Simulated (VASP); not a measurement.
# Ti2O (P-3m1) in VASP: further runs, part 2 of 2

VASP 6.6.1. Earlier steps stand in the parts before.

## 3. Single point, PBEsol (equal strain along all axes, cell held: +2.0 %, then relaxed in part)

File INCAR:

```
ALGO = Normal ; EDIFF = 1E-6
ENCUT = 520 ; GGA = PS
ISIF = 2 ; ISMEAR = 0
LASPH = T ; LCHARG = T
LELF = T ; LREAL = F
LVHAR = T ; LWAVE = F
NBANDS = 22 ; NELM = 100
PREC = Accurate ; SIGMA = 0.1
```

File KPOINTS:

```
k-points
0
Gamma
  24 24 12
```

File POSCAR:

```
Ti2O
1.0
    3.0120110188      0.0000000000      0.0000000000
   -1.5060055094      2.6084780587      0.0000000000
    0.0000000000      0.0000000000      4.8182083284
Ti O
2 1
Direct
    0.6666666667      0.3333333333      0.2602893075
    0.3333333333      0.6666666667      0.7397106925
    0.0000000000      0.0000000000      0.0000000000
```

Potentials or basis: VASP PAW PBE potentials, release 64 (Ti_sv, O).

Launch:

```console
> cat potpaw_PBE.64/Ti_sv/POTCAR potpaw_PBE.64/O/POTCAR > POTCAR
> mpirun -np 1 vasp_std > vasp.out
```

OUTCAR:

```text
EDIFF = 1E-6
   ENCUT = 520
   GGA = PS
   ISIF = 2
   ISMEAR = 0
   LASPH = T
   LREAL = F
   NELM = 100
   PREC = Accurate

 ion  position               nearest neighbor table
   1  0.667  0.333  0.260-   3 2.14   3 2.14   3 2.14   2 2.89   2 2.89   2 2.89
   2  0.333  0.667  0.740-   3 2.14   3 2.14   3 2.14   1 2.89   1 2.89   1 2.89
   3  0.000  0.000  0.000-   1 2.14   2 2.14   2 2.14   1 2.14   1 2.14   2 2.14

  LATTYP: Found a hexagonal cell.
 ALAT       =     3.0120110188
 C/A-ratio  =     1.5996649077

  Lattice vectors:

 A1 = (   3.0120110188,   0.0000000000,   0.0000000000)
 A2 = (  -1.5060055094,   2.6084780587,   0.0000000000)
 A3 = (   0.0000000000,   0.0000000000,   4.8182083284)

Analysis of symmetry for initial positions (statically):
=====================================================================
 Subroutine PRICEL returns:
 Original cell was already a primitive cell.

 Routine SETGRP: Setting up the symmetry group for a
 hexagonal supercell.

 Subroutine GETGRP returns: Found 12 space group operations
 (whereof 12 operations were pure point group operations)
 out of a pool of 24 trial point group operations.

The static configuration has the point symmetry D_3d.

Analysis of symmetry for dynamics (positions and initial velocities):
=====================================================================
 Subroutine PRICEL returns:
 Original cell was already a primitive cell.

 Routine SETGRP: Setting up the symmetry group for a
 hexagonal supercell.

 Subroutine GETGRP returns: Found 12 space group operations
 (whereof 12 operations were pure point group operations)
 out of a pool of 24 trial point group operations.

The dynamic configuration has the point symmetry D_3d.

[... 114 lines left out ...]
   EFERMI =   0.00;   METHOD = LEGACY
   ISMEAR =     0;   SIGMA  =   0.10  broadening in eV -4-tet -1-fermi 0-gaus
   EFERMI_NEDOS =   21; number of points for ismear=-14 and -15
   IALGO  =     38    algorithm
   IMIX   =      4    mixing-type and parameters
     AMIX     =   0.40;   BMIX     =  1.00
     AMIX_MAG =   1.60;   BMIX_MAG =  1.00
  volume/ion in A,a.u.               =      12.62        85.15
  Fermi-wavevector in a.u.,A,eV,Ry     =   1.514975  2.862888 31.227403  2.295149
  Thomas-Fermi vector in A             =   2.624561
   LORBIT       =      0    0 simple, 1 ext, 2 COOP (PROOUT), +10 PAW based schemes
   GGA     = PS    functional components
   LHFCALC =     F    Hartree Fock is set to
   AEXX    =    0.0000 exact exchange contribution
   IVDW    =     0    specifies the selected vdW correction
   LEPSILON=     F    determine dielectric tensor
   LRPA    =     F    only Hartree local field effects (RPA)
 non-spin polarized calculation
 Gauss-broadening in eV      SIGMA  =   0.10
  energy-cutoff  :      520.00
  volume of cell :       37.86
 maximum number of plane-waves:      1041
 NGX is ok and might be reduce to    24
   NGX = 11   NGY = 11   NGZ = 17

 number of electron      30.0000007 magnetization

 Free energy of the ion-electron system (eV)
  ---------------------------------------------------
  ext. energy  EPLUGINS =         0.00000000
  ---------------------------------------------------
  free energy    TOTEN  =       -27.54487130 eV

  energy without entropy =      -27.53903711  energy(sigma->0) =      -27.54195420

 E-fermi :   9.3235     XC(G=0): -12.2629

 val. band max:        9.3211996053   @ k =   0.1667   0.0833   0.2500
 cond. band min:       9.3239227062   @ k =   0.0833   0.0833   0.2500
 fundamental gap:      0.0027231009
 Fermi energy:         9.3234626194

 k-point     1 :       0.0000    0.0000    0.0000
  band No.  band energies     occupation
      1     -47.7419      2.00000
      2     -47.6360      2.00000
      3     -24.4325      2.00000
      4     -23.8829      2.00000
      5     -23.8829      2.00000
      6     -23.8098      2.00000
[... 589 lines left out ...]
     21      12.1169      0.00000
     22      12.2232      0.00000

 [... further k-points ...]

------------------------ aborting loop because EDIFF is reached ----------------------------------------

  FORCE on cell =-STRESS in cart. coord.  units (eV):
  Direction    XX          YY          ZZ          XY          YZ          ZX
  --------------------------------------------------------------------------------------
  -------------------------------------------------------------------------------------
  Total       -2.2919469     -2.2919469     -2.4951497      0.0000000     -0.0000000     -0.0000000
  in kB      -97.0031438    -97.0031438   -105.6033921      0.0000000     -0.0000000     -0.0000000
  external PRESSURE =     -99.8698932 kB  Pullay stress =       0.0000000 kB

 VOLUME and BASIS-vectors are now :
 -----------------------------------------------------------------------------
  energy-cutoff  :      520.00
  volume of cell :       37.86
      direct lattice vectors                 reciprocal lattice vectors
     3.012011019  0.000000000  0.000000000     0.332004098  0.191682655  0.000000000
    -1.506005509  2.608478059  0.000000000     0.000000000  0.383365310  0.000000000
     0.000000000  0.000000000  4.818208328     0.000000000  0.000000000  0.207546028

 POSITION                                       TOTAL-FORCE (eV/Angst)
 -----------------------------------------------------------------------------------
      1.50601      0.86949      1.25413         0.000000     -0.000000      0.037278
     -0.00000      1.73899      3.56408        -0.000000      0.000000     -0.037278
      0.00000      0.00000      0.00000        -0.000000      0.000000      0.000000
 -----------------------------------------------------------------------------------
    total drift:                               -0.000000      0.000000      0.000000

  FREE ENERGIE OF THE ION-ELECTRON SYSTEM (eV)
  ---------------------------------------------------
  free  energy   TOTEN  =       -27.5448712969 eV

  energy  without entropy=      -27.5390371060  energy(sigma->0) =      -27.54195420
```

OSZICAR:

```text
N       E                     dE             d eps       ncg     rms          rms(c)
DAV:   1     0.343951206526E+03    0.34395E+03   -0.15261E+04 29380   0.169E+03
DAV:   2     0.102101210574E+02   -0.33374E+03   -0.31950E+03 30920   0.478E+02
DAV:   3    -0.287951597288E+02   -0.39005E+02   -0.38140E+02 45542   0.145E+02
DAV:   4    -0.319556074468E+02   -0.31604E+01   -0.31397E+01 39894   0.368E+01
DAV:   5    -0.320787311728E+02   -0.12312E+00   -0.12311E+00 38684   0.628E+00    0.169E+01
DAV:   6    -0.277698078575E+02    0.43089E+01   -0.23509E+01 39160   0.468E+01    0.522E+00
DAV:   7    -0.275647287511E+02    0.20508E+00   -0.20359E+00 41792   0.107E+01    0.298E+00
DAV:   8    -0.275439593517E+02    0.20769E-01   -0.20578E-01 38156   0.388E+00    0.101E+00
DAV:   9    -0.275442228971E+02   -0.26355E-03   -0.40248E-02 41010   0.189E+00    0.473E-01
DAV:  10    -0.275448762193E+02   -0.65332E-03   -0.77668E-03 35538   0.734E-01    0.627E-02
DAV:  11    -0.275448710818E+02    0.51374E-05   -0.48641E-04 45176   0.285E-01    0.382E-02
DAV:  12    -0.275448739848E+02   -0.29030E-05   -0.90521E-05 35398   0.922E-02    0.105E-02
DAV:  13    -0.275448715163E+02    0.24685E-05   -0.58100E-06 36990   0.333E-02    0.521E-03
DAV:  14    -0.275448712969E+02    0.21945E-06   -0.10592E-06 17700   0.112E-02
   1 F= -.27544871E+02 E0= -.27541954E+02  d E =-.583419E-02
```

It took 7.2 min on 1 thread of Intel Xeon Platinum 8259CL at 2.50GHz (Skylake/Cascade Lake), shared host; peak memory 0.55 GiB.

Results:

| Property | Result |
| --- | --- |
| Free energy | -27.5449 eV |
| Pressure | -10.0 GPa |
| Largest force | 0.037 eV/Å |
| Band gap on the k mesh | zero (bands 15 and 16 overlap by 0.71 eV) |

Forces on the atoms (eV/Å):
```
Ti   0.000  0.000  0.037
Ti   0.000  0.000 -0.037
O    0.000  0.000  0.000
```

Levels at points of the mesh, in eV from the Fermi level:
```tsv
k point	band 13	band 14	band 15	band 16	band 17	band 18
(0.00, 0.00, 0.00)	-3.68	0.01	0.17	0.53	0.53	0.93
(0.50, 0.00, 0.00)	-2.48	-1.25	-0.55	1.22	1.64	2.63
(0.00, 0.00, 0.50)	-1.83	-1.45	0.07	0.07	1.16	1.86
(0.50, 0.00, 0.50)	-1.62	-1.18	-0.62	-0.10	1.05	2.43
```

Caveat: the cell differs from its parent crystal (equal strain along all axes, cell held: +2.0 %, then relaxed in part); the cell stands under tension; the PAW data sets were made with another functional, which shifts forces and pressure a little.
